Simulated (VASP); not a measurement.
# Mo (Fd-3m) in VASP: a series of runs

The runs below take Mo through relaxation of cell and atoms, with r2SCAN.

Everything below comes from runs of VASP 6.6.1. Logs are shortened: lines on timing, memory, paths and dates and some standing lists are left out, and cuts for length are marked.

## 1. The cell of the first run

It takes space group Fd-3m (No. 227, cubic). Conventional cell: a = 5.450 Å, b = 5.450 Å, c = 5.450 Å, α = 90.00°, β = 90.00°, γ = 90.00°. Within 3.1 Å of Mo (site symmetry -43m) lie 4 Mo at 2.36 Å.

## 2. Relaxation of cell and atoms, r2SCAN, target pressure 5 GPa, at which the enthalpy is minimised

File POSCAR:

```
Mo
1.0
    0.0000000000      2.7250000000      2.7250000000
    2.7250000000      0.0000000000      2.7250000000
    2.7250000000      2.7250000000      0.0000000000
Mo
2
Direct
    0.0000000000      0.0000000000      0.0000000000
    0.2500000000      0.2500000000      0.2500000000
```

File INCAR.step1:

```
SYSTEM = Mo
ALGO = Normal ; EDIFF = 1E-4
ENCUT = 600 ; GGA = PE
ISMEAR = -1 ; LASPH = .True.
LCHARG = .False. ; LREAL = .False.
LWAVE = .True. ; NELM = 80
PREC = Accurate ; SIGMA = 0.1
```

File INCAR.step2:

```
SYSTEM = Mo
ALGO = Normal ; EDIFF = 1E-6
EDIFFG = -0.01 ; ENCUT = 600
IBRION = 2 ; ISIF = 3
ISMEAR = -1 ; ISTART = 1
LASPH = .True. ; LCHARG = .False.
LMIXTAU = .True. ; LREAL = .False.
LWAVE = .False. ; METAGGA = R2SCAN
NELM = 80 ; NSW = 80
PREC = Accurate ; PSTRESS = 50.0
SIGMA = 0.1
```

File KPOINTS:

```
k-points
0
Gamma
  6 6 6
  0 0 0
```

Potentials or basis: VASP PAW PBE potentials, release 64 (Mo_sv).

On the command line:

```console
$ cat potpaw_PBE.64/Mo_sv/POTCAR > POTCAR
$ cp INCAR.step1 INCAR
$ mpirun -np 1 vasp_std > vasp.out
$ cp INCAR.step2 INCAR
$ mpirun -np 1 vasp_std > vasp.out
```

OUTCAR:

```text
SYSTEM = Mo
   EDIFF = 1E-6
   EDIFFG = -0.01
   ENCUT = 600
   IBRION = 2
   ISIF = 3
   ISMEAR = -1
   ISTART = 1
   LASPH = .True.
   LREAL = .False.
   METAGGA = R2SCAN
   NELM = 80
   NSW = 80
   PREC = Accurate
   PSTRESS = 50.0

 ion  position               nearest neighbor table
   1  0.000  0.000  0.000-   2 2.36   2 2.36   2 2.36   2 2.36
   2  0.250  0.250  0.250-   1 2.36   1 2.36   1 2.36   1 2.36

  LATTYP: Found a face centered cubic cell.
 ALAT       =     5.4500000000

  Lattice vectors:

 A1 = (   0.0000000000,   2.7250000000,   2.7250000000)
 A2 = (   2.7250000000,   0.0000000000,   2.7250000000)
 A3 = (   2.7250000000,   2.7250000000,   0.0000000000)

Analysis of symmetry for initial positions (statically):
=====================================================================
 Subroutine PRICEL returns:
 Original cell was already a primitive cell.

 Routine SETGRP: Setting up the symmetry group for a
 face centered cubic supercell.

 Subroutine GETGRP returns: Found 48 space group operations
 (whereof 24 operations were pure point group operations)
 out of a pool of 48 trial point group operations.

The static configuration has the point symmetry T_d .
 The point group associated with its full space group is O_h .

Analysis of symmetry for dynamics (positions and initial velocities):
=====================================================================
 Subroutine PRICEL returns:
 Original cell was already a primitive cell.

 Routine SETGRP: Setting up the symmetry group for a
 face centered cubic supercell.

 Subroutine GETGRP returns: Found 48 space group operations
 (whereof 24 operations were pure point group operations)
 out of a pool of 48 trial point group operations.

The dynamic configuration has the point symmetry T_d .
 The point group associated with its full space group is O_h .

 Subroutine INISYM returns: Found 48 space group operations
 (whereof 24 operations are pure point group operations),
 and found     1 'primitive' translations

----------------------------------------------------------------------------------------

                                     Primitive cell

  volume of cell :      40.4697

  direct lattice vectors                    reciprocal lattice vectors
     0.000000000  2.725000000  2.725000000    -0.183486239  0.183486239  0.183486239
     2.725000000  0.000000000  2.725000000     0.183486239 -0.183486239  0.183486239
[... 60 lines left out ...]
   total plane-waves  NPLWV =  32768
   dimension x,y,z NGX =    32 NGY =   32 NGZ =   32
   dimension x,y,z NGXF=    64 NGYF=   64 NGZF=   64
   ions per type =               2
   NGX,Y,Z   is equivalent  to a cutoff of  13.80, 13.80, 13.80 a.u.
   NGXF,Y,Z  is equivalent  to a cutoff of  27.61, 27.61, 27.61 a.u.
 SYSTEM =  Mo
   PREC   = accura    normal or accurate (medium, high low for compatibility)
   ISTART =      1    job   : 0-new  1-cont  2-samecut
   ICHARG =      0    charge: 1-file 2-atom 10-const
   ISPIN  =      1    spin polarized calculation?
   LNONCOLLINEAR =      F non collinear calculations
   LSORBIT =      F    spin-orbit coupling
   LASPH  =      T    aspherical Exc in radial PAW
   ENCUT  =  600.0 eV  44.10 Ry    6.64 a.u.   7.70  7.70  7.70*2*pi/ulx,y,z
   NELM   =     80;   NELMIN=  2; NELMDL=  0     # of ELM steps
   EDIFF  = 0.1E-05   stopping-criterion for ELM
   LREAL  =      F    real-space projection
   EDIFFG = -.1E-01   stopping-criterion for IOM
   NSW    =     80    number of steps for IOM
   IBRION =      2    ionic relax: 0-MD 1-quasi-New 2-CG
   NFREE  =      1    steps in history (QN), initial steepest desc. (CG)
   ISIF   =      3    stress and relaxation
   ISYM   =      2    0-nonsym 1-usesym 2-fastsym
   POTIM  = 0.5000    time-step for ionic-motion
   TEBEG  =    0.0;   TEEND  =   0.0 temperature during run
   PSTRESS=   50.0 pullay stress
   NELECT =      28.0000    total number of electrons
   NUPDOWN=      -1.0000    fix difference up-down
   EMIN   =  10.00;   EMAX   =-10.00  energy-range for DOS
   EFERMI =   0.00;   METHOD = LEGACY
   ISMEAR =    -1;   SIGMA  =   0.10  broadening in eV -4-tet -1-fermi 0-gaus
   EFERMI_NEDOS =   21; number of points for ismear=-14 and -15
   IALGO  =     38    algorithm
   IMIX   =      4    mixing-type and parameters
     AMIX     =   0.40;   BMIX     =  1.00
     AMIX_MAG =   1.60;   BMIX_MAG =  1.00
  volume/ion in A,a.u.               =      20.23       136.55
  Fermi-wavevector in a.u.,A,eV,Ry     =   1.447941  2.736213 28.525083  2.096534
  Thomas-Fermi vector in A             =   2.565839
   LORBIT       =      0    0 simple, 1 ext, 2 COOP (PROOUT), +10 PAW based schemes
   METAGGA = R2SCAN    functional components
   LHFCALC =     F    Hartree Fock is set to
   AEXX    =    0.0000 exact exchange contribution
   IVDW    =     0    specifies the selected vdW correction
   LEPSILON=     F    determine dielectric tensor
   LRPA    =     F    only Hartree local field effects (RPA)
 conjugate gradient relaxation of ions
 non-spin polarized calculation
  energy-cutoff  :      600.00
  volume of cell :       40.47
 maximum number of plane-waves:      1363
   NGX = 15   NGY = 15   NGZ = 15

--------------------------------------- Ionic step        1  -------------------------------------------

 number of electron      28.0000001 magnetization

 Free energy of the ion-electron system (eV)
  ---------------------------------------------------
  ext. energy  EPLUGINS =         0.00000000
  ---------------------------------------------------
  free energy    TOTEN  =       -47.31390743 eV

  energy without entropy =      -47.25060900  energy(sigma->0) =      -47.28225821

------------------------ aborting loop because EDIFF is reached ----------------------------------------

  FORCE on cell =-STRESS in cart. coord.  units (eV):
  Direction    XX          YY          ZZ          XY          YZ          ZX
  --------------------------------------------------------------------------------------
  -------------------------------------------------------------------------------------
  Total        4.0865566      4.0865566      4.0865566      0.0000000     -0.0000000      0.0000000
  in kB      161.7851250    161.7851250    161.7851250      0.0000000     -0.0000000      0.0000000
  external PRESSURE =     111.7851250 kB  Pullay stress =      50.0000000 kB
[... 101 lines left out ...]
--------------------------------------- Ionic step        4  -------------------------------------------

 number of electron      28.0000000 magnetization

 Free energy of the ion-electron system (eV)
  ---------------------------------------------------
  ext. energy  EPLUGINS =         0.00000000
  ---------------------------------------------------
  free energy    TOTEN  =       -47.50749394 eV

  energy without entropy =      -47.43662509  energy(sigma->0) =      -47.47205951

 E-fermi :   7.5098     XC(G=0): -11.9081

 val. band max:        7.4413813243   @ k =   0.3333   0.0000   0.0000
 cond. band min:       7.5126524203   @ k =  -0.3333   0.5000   0.1667
 fundamental gap:      0.0712710960
 Fermi energy:         7.5098413237

 k-point     1 :       0.0000    0.0000    0.0000
  band No.  band energies     occupation
      1     -54.8901      2.00000
      2     -53.9863      2.00000
      3     -28.6389      2.00000
      4     -28.6389      2.00000
      5     -28.6389      2.00000
      6     -27.2698      2.00000
[... 358 lines left out ...]
  energy  without entropy=      -47.4366250868  energy(sigma->0) =      -47.47205951

  enthalpy is  TOTEN    =       -46.1500647723 eV   P V=        1.3574291681

 reached required accuracy - stopping structural energy minimisation
```

OSZICAR.step1:

```text
N       E                     dE             d eps       ncg     rms          rms(c)
DAV:   1     0.311087545573E+03    0.31109E+03   -0.18315E+04   576   0.174E+03
DAV:   2    -0.787122397246E+01   -0.31896E+03   -0.31371E+03   632   0.501E+02
DAV:   3    -0.172435768536E+02   -0.93724E+01   -0.89238E+01   750   0.748E+01
DAV:   4    -0.173893640165E+02   -0.14579E+00   -0.14519E+00   650   0.763E+00
DAV:   5    -0.173904569957E+02   -0.10930E-02   -0.10927E-02   658   0.809E-01    0.178E+01
DAV:   6    -0.172231608847E+02    0.16730E+00   -0.34481E-01   652   0.575E+00    0.851E+00
DAV:   7    -0.171861597697E+02    0.37001E-01   -0.96285E-02   632   0.333E+00    0.126E+00
DAV:   8    -0.171839069306E+02    0.22528E-02   -0.10630E-02   618   0.786E-01    0.850E-02
DAV:   9    -0.171839453622E+02   -0.38432E-04   -0.13760E-04   498   0.989E-02
   1 F= -.17183945E+02 E0= -.17150279E+02  d E =-.673334E-01
```

It took 3.1 min on 1 thread of AMD EPYC 9R45 (Zen 5), shared host; peak memory 0.16 GiB.

Results:

- Free energy: -47.5075 eV
- Relaxed volume: 21.75 Å³/atom
- Relaxed cell: a = 3.948 Å, b = 3.948 Å, c = 3.948 Å, α = 60.00°, β = 60.00°, γ = 60.00°
- Space group after relaxing (to 0.05 Å): Fd-3m (No. 227)
- Energy change on relaxing (the enthalpy is what falls): -96.8 meV/atom
- Ionic steps: 4
- Pressure after relaxing: 5.0 GPa
- Band gap on the k mesh: zero (band 14 reaches 7.67 eV, above the bottom of band 15 at 7.43 eV)

Step by step:
| step | energy change (eV) | largest force (eV/Å) | pressure (GPa) | volume (Å³) |
| --- | --- | --- | --- | --- |
| 1 | 0.0000 | 0.0000 | 16.18 | 40.47 |
| 2 | -0.1148 | 0.0000 | -7.91 | 49.31 |
| 3 | -0.1972 | 0.0000 | 4.60 | 43.62 |
| 4 | -0.1936 | 0.0000 | 5.01 | 43.50 |

Final structure:
```cif
data_structure
_symmetry_space_group_name_H-M 'P 1'
_symmetry_Int_Tables_number 1
_cell_length_a 3.9475
_cell_length_b 3.9475
_cell_length_c 3.9475
_cell_angle_alpha 60.000
_cell_angle_beta 60.000
_cell_angle_gamma 60.000
_cell_volume 43.50
loop_
_atom_site_label
_atom_site_type_symbol
_atom_site_fract_x
_atom_site_fract_y
_atom_site_fract_z
_atom_site_occupancy
Mo1 Mo 0.00000 0.00000 0.00000 1
Mo2 Mo 0.25000 0.25000 0.25000 1
```

Levels at points of the mesh, in eV from the Fermi level:
```
           k point  band 12  band 13  band 14  band 15  band 16  band 17
(0.00, 0.00, 0.00)    -1.53    -1.53    -1.53     1.46     1.46     1.46
(0.50, 0.00, 0.00)    -2.21    -1.84    -1.84     0.47     2.58     2.58
(0.50, 0.50, 0.00)    -1.80     0.10     0.10     0.62     0.62     4.39
```

Caveat: the cell is relaxed towards a set pressure, so the enthalpy falls and the energy may rise; the PAW data sets were made with another functional, which shifts forces and pressure a little.

[end of part 1 of 2]
